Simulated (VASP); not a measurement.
# RbBr (Fm-3m) in VASP: relaxation of the atoms with r2SCAN

Aim: the relaxation of the atoms of RbBr with r2SCAN.

Program: VASP 6.6.1. These are calculated values, not measurements. Logs are shortened: lines on timing, memory, paths and dates and some standing lists are left out, and cuts for length are marked.

### 1 The cell of the first run

It takes space group Fm-3m (No. 225, cubic). Conventional cell: a = 7.060 Å, b = 7.060 Å, c = 7.060 Å, α = 90.00°, β = 90.00°, γ = 90.00°. Within 4.6 Å of Rb (site symmetry m-3m) lie 6 Br at 3.53 Å. Within 4.6 Å of Br (site symmetry m-3m) lie 6 Rb at 3.53 Å.

### 2 Relaxation of the atoms, r2SCAN

File POSCAR:

```
RbBr
1.0
    0.0000000000      3.5297994800      3.5297994800
    3.5297994800      0.0000000000      3.5297994800
    3.5297994800      3.5297994800      0.0000000000
Rb Br
1 1
Direct
    0.0000000000      0.0000000000      0.0000000000
    0.5000000000      0.5000000000      0.5000000000
```

File INCAR.step1:

```
SYSTEM = RbBr
PREC = Accurate ; ENCUT = 520
ISMEAR = -1 ; SIGMA = 0.02
LREAL = .FALSE. ; LASPH = .TRUE.
NELM = 60 ; GGA = PE
ALGO = Normal ; EDIFF = 1E-4
LWAVE = .TRUE. ; LCHARG = .FALSE.
```

File INCAR.step2:

```
SYSTEM = RbBr
PREC = Accurate ; ENCUT = 520
EDIFF = 1E-6 ; ISMEAR = -1
SIGMA = 0.02 ; LREAL = .FALSE.
LASPH = .TRUE. ; NELM = 60
ALGO = Normal ; ISIF = 2
LWAVE = .FALSE. ; LCHARG = .FALSE.
METAGGA = R2SCAN ; LMIXTAU = .TRUE.
IBRION = 2 ; NSW = 50
EDIFFG = -0.01 ; ISTART = 1
```

File KPOINTS:

```
regular mesh
0
G
  8 8 8
  0 0 0
```

Potentials or basis: VASP PAW PBE potentials, release 64 (Rb_sv, Br).

Run with:

```sh
$ cat potpaw_PBE.64/Rb_sv/POTCAR potpaw_PBE.64/Br/POTCAR > POTCAR
$ cp INCAR.step1 INCAR
$ mpirun -np 1 vasp_std > vasp.out
$ cp INCAR.step2 INCAR
$ mpirun -np 1 vasp_std > vasp.out
```

OUTCAR:

```text
SYSTEM = RbBr
   PREC = Accurate
   ENCUT = 520
   EDIFF = 1E-6
   ISMEAR = -1
   LREAL = .FALSE.
   LASPH = .TRUE.
   NELM = 60
   ISIF = 2
   METAGGA = R2SCAN
   IBRION = 2
   NSW = 50
   EDIFFG = -0.01
   ISTART = 1

 ion  position               nearest neighbor table
   1  0.000  0.000  0.000-   2 3.53   2 3.53   2 3.53   2 3.53   2 3.53   2 3.53
   2  0.500  0.500  0.500-   1 3.53   1 3.53   1 3.53   1 3.53   1 3.53   1 3.53

  LATTYP: Found a face centered cubic cell.
 ALAT       =     7.0595989600

  Lattice vectors:

 A1 = (   0.0000000000,   3.5297994800,   3.5297994800)
 A2 = (   3.5297994800,   0.0000000000,   3.5297994800)
 A3 = (   3.5297994800,   3.5297994800,   0.0000000000)

Analysis of symmetry for initial positions (statically):
=====================================================================
 Subroutine PRICEL returns:
 Original cell was already a primitive cell.

 Routine SETGRP: Setting up the symmetry group for a
 face centered cubic supercell.

 Subroutine GETGRP returns: Found 48 space group operations
 (whereof 48 operations were pure point group operations)
 out of a pool of 48 trial point group operations.

The static configuration has the point symmetry O_h .

Analysis of symmetry for dynamics (positions and initial velocities):
=====================================================================
 Subroutine PRICEL returns:
 Original cell was already a primitive cell.

 Routine SETGRP: Setting up the symmetry group for a
 face centered cubic supercell.

 Subroutine GETGRP returns: Found 48 space group operations
 (whereof 48 operations were pure point group operations)
 out of a pool of 48 trial point group operations.

The dynamic configuration has the point symmetry O_h .

 Subroutine INISYM returns: Found 48 space group operations
 (whereof 48 operations are pure point group operations),
 and found     1 'primitive' translations

----------------------------------------------------------------------------------------

                                     Primitive cell

  volume of cell :      87.9590

  direct lattice vectors                    reciprocal lattice vectors
     0.000000000  3.529799480  3.529799480    -0.141651106  0.141651106  0.141651106
     3.529799480  0.000000000  3.529799480     0.141651106 -0.141651106  0.141651106
     3.529799480  3.529799480  0.000000000     0.141651106  0.141651106 -0.141651106

  length of vectors
     4.991890297  4.991890297  4.991890297     0.245346912  0.245346912  0.245346912

  position of ions in fractional coordinates (direct lattice)
     0.000000000  0.000000000  0.000000000
     0.500000000  0.500000000  0.500000000

  ion indices of the primitive-cell ions
   primitive index   ion index
                 1           1
                 2           2

----------------------------------------------------------------------------------------

 KPOINTS: regular mesh

Automatic generation of k-mesh.
 Grid dimensions read from file:
 generate k-points for:    8    8    8

 Generating k-lattice:

  Cartesian coordinates                     Fractional coordinates (reciprocal lattice)
    -0.017706388  0.017706388  0.017706388     0.125000000  0.000000000  0.000000000
     0.017706388 -0.017706388  0.017706388     0.000000000  0.125000000  0.000000000
     0.017706388  0.017706388 -0.017706388     0.000000000  0.000000000  0.125000000

  Length of vectors
     0.030668364  0.030668364  0.030668364

  Shift w.r.t. Gamma in fractional coordinates (k-lattice)
     0.000000000  0.000000000  0.000000000

 Subroutine IBZKPT returns following result:
 ===========================================

 Found     29 irreducible k-points:

 Following reciprocal coordinates:
            Coordinates               Weight
  0.000000  0.000000  0.000000      1.000000
  0.125000  0.000000  0.000000      8.000000
  0.250000  0.000000  0.000000      8.000000
  0.375000  0.000000  0.000000      8.000000
  0.500000  0.000000  0.000000      4.000000
  0.125000  0.125000  0.000000      6.000000
[... 16 lines left out ...]
  0.500000  0.250000  0.125000     48.000000
 -0.375000  0.250000  0.125000     24.000000
 [... further k-points ...]
   k-points           NKPTS =     29   k-points in BZ     NKDIM =     29   number of bands    NBANDS=     12
   number of dos      NEDOS =    301   number of ions     NIONS =      2
   total plane-waves  NPLWV =  64000
   dimension x,y,z NGX =    40 NGY =   40 NGZ =   40
   dimension x,y,z NGXF=    80 NGYF=   80 NGZF=   80
   ions per type =               1   1
   NGX,Y,Z   is equivalent  to a cutoff of  13.32, 13.32, 13.32 a.u.
   NGXF,Y,Z  is equivalent  to a cutoff of  26.64, 26.64, 26.64 a.u.
 SYSTEM =  RbBr
   PREC   = accura    normal or accurate (medium, high low for compatibility)
   ISTART =      1    job   : 0-new  1-cont  2-samecut
   ICHARG =      0    charge: 1-file 2-atom 10-const
   ISPIN  =      1    spin polarized calculation?
   LNONCOLLINEAR =      F non collinear calculations
   LSORBIT =      F    spin-orbit coupling
   LASPH  =      T    aspherical Exc in radial PAW
   ENCUT  =  520.0 eV  38.22 Ry    6.18 a.u.   9.28  9.28  9.28*2*pi/ulx,y,z
   NELM   =     60;   NELMIN=  2; NELMDL=  0     # of ELM steps
   EDIFF  = 0.1E-05   stopping-criterion for ELM
   LREAL  =      F    real-space projection
   EDIFFG = -.1E-01   stopping-criterion for IOM
   NSW    =     50    number of steps for IOM
   IBRION =      2    ionic relax: 0-MD 1-quasi-New 2-CG
   NFREE  =      1    steps in history (QN), initial steepest desc. (CG)
   ISIF   =      2    stress and relaxation
   ISYM   =      2    0-nonsym 1-usesym 2-fastsym
   POTIM  = 0.5000    time-step for ionic-motion
   TEBEG  =    0.0;   TEEND  =   0.0 temperature during run
   PSTRESS=    0.0 pullay stress
   NELECT =      16.0000    total number of electrons
   NUPDOWN=      -1.0000    fix difference up-down
   EMIN   =  10.00;   EMAX   =-10.00  energy-range for DOS
   EFERMI =   0.00;   METHOD = LEGACY
   ISMEAR =    -1;   SIGMA  =   0.02  broadening in eV -4-tet -1-fermi 0-gaus
   EFERMI_NEDOS =   21; number of points for ismear=-14 and -15
   IALGO  =     38    algorithm
   IMIX   =      4    mixing-type and parameters
     AMIX     =   0.40;   BMIX     =  1.00
     AMIX_MAG =   1.60;   BMIX_MAG =  1.00
  volume/ion in A,a.u.               =      43.98       296.79
  Fermi-wavevector in a.u.,A,eV,Ry     =   0.927587  1.752886 11.706700  0.860418
  Thomas-Fermi vector in A             =   2.053673
   LORBIT       =      0    0 simple, 1 ext, 2 COOP (PROOUT), +10 PAW based schemes
   METAGGA = R2SCAN    functional components
   LHFCALC =     F    Hartree Fock is set to
   AEXX    =    0.0000 exact exchange contribution
   IVDW    =     0    specifies the selected vdW correction
   LEPSILON=     F    determine dielectric tensor
   LRPA    =     F    only Hartree local field effects (RPA)
 conjugate gradient relaxation of ions
 non-spin polarized calculation
  energy-cutoff  :      520.00
  volume of cell :       87.96
 maximum number of plane-waves:      2421
 NGX is ok and might be reduce to    40
   NGX = 19   NGY = 19   NGZ = 19

 number of electron      16.0000000 magnetization

 Free energy of the ion-electron system (eV)
  ---------------------------------------------------
  ext. energy  EPLUGINS =         0.00000000
  ---------------------------------------------------
  free energy    TOTEN  =       -31.14497254 eV

  energy without entropy =      -31.14497254  energy(sigma->0) =      -31.14497254

 E-fermi :  -2.0256     XC(G=0):  -7.2548

 val. band max:       -2.4676014095   @ k =   0.0000   0.0000   0.0000
 cond. band min:       2.2794600675   @ k =   0.0000   0.0000   0.0000
 fundamental gap:      4.7470614770
 Fermi energy:        -2.0256306611

 k-point     1 :       0.0000    0.0000    0.0000
  band No.  band energies     occupation
      1     -27.8215      2.00000
      2     -14.9981      2.00000
      3     -11.3436      2.00000
      4     -11.3436      2.00000
      5     -11.3436      2.00000
      6      -2.4676      2.00000
      7      -2.4676      2.00000
      8      -2.4676      2.00000
      9       2.2795      0.00000
     10       5.3851      0.00000
     11       5.3851      0.00000
     12       5.3851      0.00000

 k-point     2 :       0.1250    0.0000    0.0000
  band No.  band energies     occupation
      1     -27.8206      2.00000
      2     -15.0017      2.00000
      3     -11.3444      2.00000
      4     -11.3444      2.00000
      5     -11.3389      2.00000
      6      -2.6167      2.00000
      7      -2.5105      2.00000
      8      -2.5105      2.00000
      9       2.6170      0.00000
     10       5.2463      0.00000
     11       5.5627      0.00000
     12       5.5627      0.00000

 k-point     3 :       0.2500    0.0000    0.0000
  band No.  band energies     occupation
      1     -27.8185      2.00000
      2     -15.0105      2.00000
      3     -11.3464      2.00000
      4     -11.3464      2.00000
      5     -11.3278      2.00000
      6      -2.9291      2.00000
      7      -2.6106      2.00000
      8      -2.6106      2.00000
      9       3.4374      0.00000
     10       5.1236      0.00000
     11       6.0742      0.00000
     12       6.0742      0.00000

 k-point     4 :       0.3750    0.0000    0.0000
  band No.  band energies     occupation
      1     -27.8164      2.00000
      2     -15.0191      2.00000
      3     -11.3484      2.00000
      4     -11.3484      2.00000
      5     -11.3168      2.00000
      6      -3.1953      2.00000
      7      -2.7061      2.00000
      8      -2.7061      2.00000
      9       4.2742      0.00000
     10       5.2858      0.00000
     11       6.8482      0.00000
     12       6.8482      0.00000

 k-point     5 :       0.5000    0.0000    0.0000
  band No.  band energies     occupation
      1     -27.8155      2.00000
      2     -15.0226      2.00000
      3     -11.3492      2.00000
      4     -11.3492      2.00000
      5     -11.3123      2.00000
      6      -3.2958      2.00000
      7      -2.7445      2.00000
      8      -2.7445      2.00000
      9       4.5963      0.00000
     10       5.4974      0.00000
     11       7.4867      0.00000
     12       7.4867      0.00000
[... 228 lines left out ...]
      1     -27.8138      2.00000
      2     -14.9536      2.00000
      3     -11.4695      2.00000
      4     -11.3936      2.00000
      5     -11.3936      2.00000
      6      -2.9195      2.00000
      7      -2.6208      2.00000
      8      -2.6208      2.00000
      9       3.6756      0.00000
     10       5.1422      0.00000
     11       6.7924      0.00000
     12       7.4113      0.00000

 k-point    22 :       0.3750    0.2500    0.1250
  band No.  band energies     occupation
      1     -27.8170      2.00000
      2     -15.0019      2.00000
      3     -11.3775      2.00000
      4     -11.3532      2.00000
      5     -11.3347      2.00000
      6      -3.0222      2.00000
      7      -2.6570      2.00000
      8      -2.6028      2.00000
      9       3.9216      0.00000
     10       4.6013      0.00000
     11       6.6084      0.00000
     12       6.9781      0.00000

 k-point    23 :       0.5000    0.2500    0.1250
  band No.  band energies     occupation
      1     -27.8153      2.00000
      2     -14.9992      2.00000
      3     -11.3906      2.00000
      4     -11.3677      2.00000
      5     -11.3335      2.00000
      6      -3.0965      2.00000
      7      -2.7381      2.00000
      8      -2.6899      2.00000
      9       4.5875      0.00000
     10       4.8863      0.00000
     11       6.9240      0.00000
     12       7.1388      0.00000

 k-point    24 :      -0.3750    0.2500    0.1250
  band No.  band energies     occupation
      1     -27.8147      2.00000
      2     -14.9981      2.00000
      3     -11.3907      2.00000
      4     -11.3811      2.00000
      5     -11.3311      2.00000
      6      -3.1159      2.00000
      7      -2.7700      2.00000
      8      -2.7371      2.00000
      9       4.8186      0.00000
     10       5.2704      0.00000
     11       6.8602      0.00000
     12       6.9693      0.00000

 [... further k-points ...]

------------------------ aborting loop because EDIFF is reached ----------------------------------------

  FORCE on cell =-STRESS in cart. coord.  units (eV):
  Direction    XX          YY          ZZ          XY          YZ          ZX
  --------------------------------------------------------------------------------------
  -------------------------------------------------------------------------------------
  Total       -0.3746931     -0.3746931     -0.3746931      0.0000000      0.0000000     -0.0000000
  in kB       -6.8250548     -6.8250548     -6.8250548      0.0000000      0.0000000     -0.0000000
  external PRESSURE =      -6.8250548 kB  Pullay stress =       0.0000000 kB

 VOLUME and BASIS-vectors are now :
 -----------------------------------------------------------------------------
  energy-cutoff  :      520.00
  volume of cell :       87.96
      direct lattice vectors                 reciprocal lattice vectors
     0.000000000  3.529799480  3.529799480    -0.141651106  0.141651106  0.141651106
     3.529799480  0.000000000  3.529799480     0.141651106 -0.141651106  0.141651106
     3.529799480  3.529799480  0.000000000     0.141651106  0.141651106 -0.141651106

 POSITION                                       TOTAL-FORCE (eV/Angst)
 -----------------------------------------------------------------------------------
      0.00000      0.00000      0.00000         0.000000      0.000000      0.000000
      3.52980      3.52980      3.52980        -0.000000     -0.000000     -0.000000
 -----------------------------------------------------------------------------------
    total drift:                                0.000000     -0.000000      0.000000

  FREE ENERGIE OF THE ION-ELECTRON SYSTEM (eV)
  ---------------------------------------------------
  free  energy   TOTEN  =       -31.1449725426 eV

  energy  without entropy=      -31.1449725426  energy(sigma->0) =      -31.14497254

 reached required accuracy - stopping structural energy minimisation
```

It took 2 min on 1 thread of Intel Xeon Platinum 8175M at 2.50GHz (Skylake/Cascade Lake), shared host; peak memory 0.26 GiB.

Results:

```yaml
Free_energy: -31.1450 eV
Pressure_after_relaxing: -0.7 GPa
Band_gap_on_the_k_mesh: 4.75 eV
```

Final structure:
```xyz
2
Lattice="0.0000 3.5298 3.5298 3.5298 0.0000 3.5298 3.5298 3.5298 0.0000" Properties=species:S:1:pos:R:3 pbc="T T T"
Rb    0.0000    0.0000    0.0000
Br    3.5298    3.5298    3.5298
```

Levels at points of the mesh, in eV from the valence-band top:
```
           k point  band 4  band 5  band 6  band 7  band 8  band 9  band 10  band 11  band 12
(0.00, 0.00, 0.00)   -8.88   -8.88    0.00    0.00    0.00    4.75     7.85     7.85     7.85
(0.50, 0.00, 0.00)   -8.88   -8.84   -0.83   -0.28   -0.28    7.06     7.96     9.95     9.95
(0.50, 0.50, 0.00)   -8.93   -8.93   -0.45   -0.15   -0.15    6.14     7.61     9.26     9.88
```

Caveat: the relaxation stopped at its first step, so nothing moved; the PAW data sets were made with another functional, which shifts forces and pressure a little.
